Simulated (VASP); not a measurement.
# MoN2 (P4/mbm) in VASP: settings compared, part 2 of 2

VASP 6.6.1. The steps go on from the part before.

## 5. Single point, PBEsol+U

This run uses another cell than the first one, of 8.72 Å³/atom, 1.012 times its volume.

Contents of INCAR:

```
  ALGO = Normal
  EDIFF = 1E-6
  ENCUT = 520
  GGA = PS
  ISIF = 2
  ISMEAR = -1
  LASPH = T
  LCHARG = F
  LDAU = T
  LDAUJ = 0 0
  LDAUL = 2 -1
  LDAUPRINT = 1
  LDAUTYPE = 2
  LDAUU = 5 0
  LMAXMIX = 4
  LREAL = F
  LWAVE = F
  NBANDS = 33
  NELM = 150
  PREC = Accurate
  SIGMA = 0.05
```

Contents of KPOINTS:

```
k-points
0
Gamma
  6 6 10
```

Contents of POSCAR:

```
MoN2
1.0
    4.3480530000      0.0000000000      0.0000000000
    0.0000000000      4.3480530000      0.0000000000
    0.0000000000      0.0000000000      2.7674600000
Mo N
2 4
Direct
    0.0000000000      0.0000000000      0.0000000000
    0.5000000000      0.5000000000      0.0000000000
    0.6116470000      0.8883530000      0.5000000000
    0.3883530000      0.1116470000      0.5000000000
    0.1116470000      0.6116470000      0.5000000000
    0.8883530000      0.3883530000      0.5000000000
```

Potentials or basis: VASP PAW PBE potentials, release 64 (Mo_sv, N).

Started as:

```
$ cat potpaw_PBE.64/Mo_sv/POTCAR potpaw_PBE.64/N/POTCAR > POTCAR
$ mpirun -np 1 vasp_std > vasp.out
```

OUTCAR:

```text
EDIFF = 1E-6
   ENCUT = 520
   GGA = PS
   ISIF = 2
   ISMEAR = -1
   LASPH = T
   LREAL = F
   NELM = 150
   PREC = Accurate

 ion  position               nearest neighbor table
   1  0.000  0.000  0.000-   3 2.24   4 2.24   5 2.24   6 2.24   3 2.24   4 2.24   5 2.24   6 2.24
                             2 3.07   2 3.07   2 3.07   2 3.07
   2  0.500  0.500  0.000-   3 2.24   4 2.24   5 2.24   6 2.24   3 2.24   4 2.24   5 2.24   6 2.24
                             1 3.07   1 3.07   1 3.07   1 3.07
   3  0.612  0.888  0.500-   4 1.37   2 2.24   1 2.24   1 2.24   2 2.24
   4  0.388  0.112  0.500-   3 1.37   2 2.24   1 2.24   1 2.24   2 2.24
   5  0.112  0.612  0.500-   6 1.37   2 2.24   1 2.24   1 2.24   2 2.24
   6  0.888  0.388  0.500-   5 1.37   2 2.24   1 2.24   1 2.24   2 2.24

  LATTYP: Found a simple tetragonal cell.
 ALAT       =     4.3480530000
 C/A-ratio  =     0.6364825820

  Lattice vectors:

 A1 = (   4.3480530000,   0.0000000000,   0.0000000000)
 A2 = (   0.0000000000,   4.3480530000,   0.0000000000)
 A3 = (   0.0000000000,   0.0000000000,   2.7674600000)

Analysis of symmetry for initial positions (statically):
=====================================================================
 Subroutine PRICEL returns:
[... 249 lines left out ...]

 E-fermi :  12.0190     XC(G=0): -13.8531

 val. band max:       12.0126705218   @ k =   0.5000   0.5000   0.1000
 cond. band min:      12.0303749132   @ k =   0.5000   0.0000   0.2000
 fundamental gap:      0.0177043914
 Fermi energy:        12.0189646043

 k-point     1 :       0.0000    0.0000    0.0000
  band No.  band energies     occupation
      1     -50.2211      2.00000
      2     -50.1626      2.00000
      3     -24.3313      2.00000
      4     -24.3313      2.00000
      5     -24.2218      2.00000
      6     -24.1574      2.00000
[... 853 lines left out ...]
     32      17.1239      0.00000
     33      20.2159      0.00000

 [... further k-points ...]
[... 5 lines left out ...]
  --------------------------------------------------------------------------------------
  -------------------------------------------------------------------------------------
  Total       -1.8472970     -1.8472970     -0.7297219      0.0000000      0.0000000      0.0000000
  in kB      -56.5687133    -56.5687133    -22.3458544      0.0000000      0.0000000      0.0000000
  external PRESSURE =     -45.1610937 kB  Pullay stress =       0.0000000 kB

 VOLUME and BASIS-vectors are now :
 -----------------------------------------------------------------------------
  energy-cutoff  :      520.00
  volume of cell :       52.32
      direct lattice vectors                 reciprocal lattice vectors
     4.348053000  0.000000000  0.000000000     0.229987997  0.000000000  0.000000000
     0.000000000  4.348053000  0.000000000     0.000000000  0.229987997  0.000000000
     0.000000000  0.000000000  2.767460000     0.000000000  0.000000000  0.361342169

 POSITION                                       TOTAL-FORCE (eV/Angst)
 -----------------------------------------------------------------------------------
      0.00000      0.00000      0.00000        -0.000000     -0.000000      0.000000
      2.17403      2.17403      0.00000        -0.000000     -0.000000      0.000000
      2.65947      3.86261      1.38373         0.046506     -0.046506     -0.000000
      1.68858      0.48545      1.38373        -0.046506      0.046506      0.000000
      0.48545      2.65947      1.38373         0.046506      0.046506      0.000000
      3.86261      1.68858      1.38373        -0.046506     -0.046506      0.000000
 -----------------------------------------------------------------------------------
    total drift:                               -0.000000     -0.000000     -0.000000

  FREE ENERGIE OF THE ION-ELECTRON SYSTEM (eV)
  ---------------------------------------------------
  free  energy   TOTEN  =       -47.3897459975 eV

  energy  without entropy=      -47.3756180135  energy(sigma->0) =      -47.38268201
```

Run time: 31 s. Hardware: 1 thread of Intel Xeon 6975P-C (Granite Rapids), shared host; peak memory 0.22 GiB.

Results:

| Property | Result |
| --- | --- |
| Free energy | -47.3897 eV |
| Pressure | -4.5 GPa |
| Largest force | 0.066 eV/Å |
| Band gap on the k mesh | zero (band 24 reaches 13.52 eV, above the bottom of band 25 at 11.55 eV) |

Forces on the atoms (eV/Å):
```
Mo   0.000  0.000  0.000
Mo   0.000  0.000  0.000
N    0.047 -0.047  0.000
N   -0.047  0.047  0.000
N    0.047  0.047  0.000
N   -0.047 -0.047  0.000
```

Eigenvalues of the final occupation matrices:
| site | spin | trace | eigenvalues |
| --- | --- | --- | --- |
| site 1 d | 1 | 1.92 | 0.26 0.31 0.31 0.38 0.66 |
| site 1 d | 2 | 1.92 | 0.26 0.31 0.31 0.38 0.66 |
| site 2 d | 1 | 1.92 | 0.26 0.31 0.31 0.38 0.66 |
| site 2 d | 2 | 1.92 | 0.26 0.31 0.31 0.38 0.66 |

Caveat: the PAW data sets were made with another functional, which shifts forces and pressure a little; U without spin polarisation on a metal has little footing.

## 6. Single point, PBEsol+U

This run uses another cell than the first one, of 8.72 Å³/atom, 1.012 times its volume.

Contents of INCAR:

```
  PREC = Accurate
  ENCUT = 520
  EDIFF = 1E-7
  ISMEAR = -1
  SIGMA = 0.05
  LREAL = F
  LASPH = T
  NELM = 150
  ALGO = Normal
  ISIF = 2
  LWAVE = F
  LCHARG = T
  LMAXMIX = 4
  LDAU = T
  LDAUTYPE = 2
  LDAUL = 2 -1
  LDAUU = 6 0
  LDAUJ = 0 0
  LDAUPRINT = 1
  GGA = PS
  LELF = T
  LVHAR = T
  NBANDS = 33
```

Contents of KPOINTS:

```
regular mesh
0
Gamma
  6 6 10
```

POSCAR is that of step 5.

Potentials or basis: VASP PAW PBE potentials, release 64 (Mo_sv, N).

Started as:

```
$ cat potpaw_PBE.64/Mo_sv/POTCAR potpaw_PBE.64/N/POTCAR > POTCAR
$ mpirun -np 1 vasp_std > vasp.out
```

Run time: 36 s. Hardware: 1 thread of Intel Xeon 6975P-C (Granite Rapids), shared host; peak memory 0.22 GiB.

It converged, with:

```yaml
Free_energy: -45.2702 eV
Pressure: -1.2 GPa
Largest_force: 0.078 eV/Å
Band_gap_on_the_k_mesh: zero (band 24 reaches 13.41 eV, above the bottom of band 25 at 11.61 eV)
```

Forces in eV/Å, atoms in the order of the input:
```
Mo   0.000  0.000  0.000
Mo   0.000  0.000  0.000
N   -0.055  0.055  0.000
N    0.055 -0.055  0.000
N   -0.055 -0.055  0.000
N    0.055  0.055  0.000
```

Stress tensor (GPa, compression positive):
```
-3.12  0.00  0.00
 0.00 -3.12  0.00
 0.00  0.00  2.61
```

Levels at points of the mesh, in eV from the Fermi level:
| k point | band 22 | band 23 | band 24 | band 25 | band 26 | band 27 |
| --- | --- | --- | --- | --- | --- | --- |
| (0.00, 0.00, 0.00) | -2.42 | -2.42 | -2.20 | 1.31 | 1.44 | 1.44 |
| (0.50, 0.00, 0.00) | -1.53 | -1.44 | -1.44 | -0.35 | -0.35 | 2.89 |
| (0.50, 0.50, 0.00) | -0.75 | 0.23 | 0.23 | 0.70 | 0.70 | 1.86 |
| (0.00, 0.00, 0.50) | -1.88 | 0.04 | 1.22 | 2.54 | 2.98 | 3.03 |
| (0.50, 0.00, 0.50) | -2.27 | -1.94 | -1.94 | 2.83 | 2.83 | 3.64 |
| (0.50, 0.50, 0.50) | -4.58 | -2.18 | -2.18 | 2.95 | 2.95 | 3.96 |

Eigenvalues of the final occupation matrices:
```csv
site,spin,trace,eigenvalues
site 1 d,1,1.92,0.24 0.30 0.30 0.37 0.71
site 1 d,2,1.92,0.24 0.30 0.30 0.37 0.71
site 2 d,1,1.92,0.24 0.30 0.30 0.37 0.71
site 2 d,2,1.92,0.24 0.30 0.30 0.37 0.71
```

Caveat: the PAW data sets were made with another functional, which shifts forces and pressure a little; U without spin polarisation on a metal has little footing.

## 7. Single point, PBEsol+U

This run uses another cell than the first one, of 8.72 Å³/atom, 1.012 times its volume.

Contents of INCAR:

```
PREC     = Accurate       # precision mode
ENCUT    = 520            # plane-wave cutoff, eV
EDIFF    = 1E-6           # SCF threshold, eV
ISMEAR   = -1             # smearing method
SIGMA    = 0.05           # smearing width, eV
LREAL    = F              # projectors in reciprocal space
LASPH    = T              # aspherical terms in the spheres
NELM     = 150            # most SCF steps
ALGO     = Normal         # electronic algorithm
ISIF     = 2              # what is computed and relaxed
LWAVE    = F              # write WAVECAR
LCHARG   = F              # write CHGCAR
LMAXMIX  = 4              # l up to which the mixer works
LDAU     = T              # DFT+U
LDAUTYPE = 2            
LDAUL    = 2 -1           # shell
LDAUU    = 8 0            # U, eV
LDAUJ    = 0 0          
LDAUPRINT= 1            
GGA      = PS             # functional
NBANDS   = 33             # bands
```

Contents of KPOINTS:

```
Automatic mesh
0
Gamma
  6 6 10
```

POSCAR is that of step 6.

Started as:

```
$ cat potpaw_PBE.64/Mo_sv/POTCAR potpaw_PBE.64/N/POTCAR > POTCAR
$ mpirun -np 1 vasp_std > vasp.out
```

It took 37 s on 1 thread of Intel Xeon 6975P-C (Granite Rapids), shared host; peak memory 0.21 GiB.

Results (log left out):

```yaml
Free_energy: -41.2951 eV
Pressure: 7.2 GPa
Largest_force: 0.501 eV/Å
Band_gap_on_the_k_mesh: zero (band 24 reaches 13.26 eV, above the bottom of band 25 at 11.71 eV)
```

Forces in eV/Å, atoms in the order of the input:
```
Mo   0.000  0.000  0.000
Mo   0.000  0.000  0.000
N   -0.354  0.354  0.000
N    0.354 -0.354  0.000
N   -0.354 -0.354  0.000
N    0.354  0.354  0.000
```

Stress tensor (GPa, compression positive):
```
 3.89  0.00  0.00
 0.00  3.89  0.00
 0.00  0.00 13.91
```

Levels at points of the mesh, in eV from the Fermi level:
```tsv
k point	band 21	band 22	band 23	band 24	band 25	band 26	band 27	band 28
(0.00, 0.00, 0.00)	-3.27	-2.51	-2.08	-2.08	1.20	1.57	1.97	1.97
(0.50, 0.00, 0.00)	-1.97	-1.97	-1.13	-1.13	-0.22	-0.22	3.37	3.37
(0.50, 0.50, 0.00)	-0.68	-0.68	-0.10	-0.10	0.80	0.80	2.41	2.41
(0.00, 0.00, 0.50)	-1.78	-1.78	-0.88	1.31	2.87	3.47	3.47	3.63
(0.50, 0.00, 0.50)	-2.77	-2.77	-2.12	-2.12	3.16	3.16	4.06	4.06
(0.50, 0.50, 0.50)	-4.26	-4.26	-2.92	-2.92	3.30	3.30	4.37	4.37
```

Eigenvalues of the final occupation matrices:
```
    site  spin  trace               eigenvalues
site 1 d     1   1.91  0.21 0.28 0.28 0.35 0.80
site 1 d     2   1.91  0.21 0.28 0.28 0.35 0.80
site 2 d     1   1.91  0.21 0.28 0.28 0.35 0.80
site 2 d     2   1.91  0.21 0.28 0.28 0.35 0.80
```

Caveat: the PAW data sets were made with another functional, which shifts forces and pressure a little; U without spin polarisation on a metal has little footing.

## 8. Summary

```tsv
level	potentials or basis	U	cell	cutoff (eV)	second run	gap on the mesh (eV)	pressure (GPa)	largest force (eV/Å)
PBE	VASP PAW PBE potentials, release 64 (Mo_sv, N)	-	a = 4.333, b = 4.333, c = 2.753 Å, 6 atoms	520	-	none	0.5	0.08
r2SCAN	VASP PAW PBE potentials, release 64 (Mo_sv, N)	-	a = 4.318, b = 4.318, c = 2.741 Å, 6 atoms	520	-	none	1.4	0.10
PBEsol	VASP PAW PBE potentials, release 64 (Mo_sv, N_h)	-	a = 4.348, b = 4.348, c = 2.767 Å, 6 atoms	910	hard_potentials	none	-13.9	0.08
PBEsol+U	VASP PAW PBE potentials, release 64 (Mo_sv, N)	Mo d U = 5.0 eV	a = 4.348, b = 4.348, c = 2.767 Å, 6 atoms	520	-	none	-4.5	0.07
PBEsol+U	VASP PAW PBE potentials, release 64 (Mo_sv, N)	Mo d U = 6.0 eV	a = 4.348, b = 4.348, c = 2.767 Å, 6 atoms	520	-	none	-1.2	0.08
PBEsol+U	VASP PAW PBE potentials, release 64 (Mo_sv, N)	Mo d U = 8.0 eV	a = 4.348, b = 4.348, c = 2.767 Å, 6 atoms	520	-	none	7.2	0.50
```

Alike in all rows: task single point; no spin polarisation; k mesh 6 × 6 × 10; smearing fermi-dirac 0.05 eV.

Caveats: the PAW data sets were made with another functional, which shifts forces and pressure a little (some runs); U without spin polarisation on a metal has little footing (some runs); the cutoff is under 1.25 times the usual one of these potentials, so pressure, stress and relaxed cells hold a basis-set (Pulay) error (some runs).

Absolute energies hang on the potentials; compare differences alone.
